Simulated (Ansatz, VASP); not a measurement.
One calculation of PbS, two programs

```
Pb S
1.0
     0.00000    2.96575    2.96575
     2.96575    0.00000    2.96575
     2.96575    2.96575    0.00000
Pb S
1 1
Direct
  0.00000 0.00000 0.00000
  0.50000 0.50000 0.50000
```

Alike in both runs: functional HF; k mesh 4 × 4 × 4; occupations fermi-dirac, width 0.05 eV; no spin polarisation.

|  | VASP | Ansatz |
| --- | --- | --- |
| version | VASP 6.6.1 | Ansatz 0.2.0 |
| potentials or method | VASP PAW PBE potentials, release 64 (Pb_d, S) | Ansatz PAW |
| plane-wave cutoff (eV) | 520 | 420 |
| valence electrons in the cell | 20 | 20 |
| task | single point | band structure |

Ansatz gave:

```
gap on the k mesh at the Fermi level (eV) : 5.32
least direct gap on the mesh (eV)         : 5.32
pressure (GPa)                            : 8.3
```

Task: Estimate VASP's values.

Result: gap on the k mesh at the Fermi level (eV): 5.50; least direct gap on the mesh (eV): 5.50; pressure (GPa): 7.5.

VASP's potentials were made for PBE, not for HF.

The k mesh is coarse, so the values compare programs but aren't converged. Neither program's run includes spin-orbit coupling.
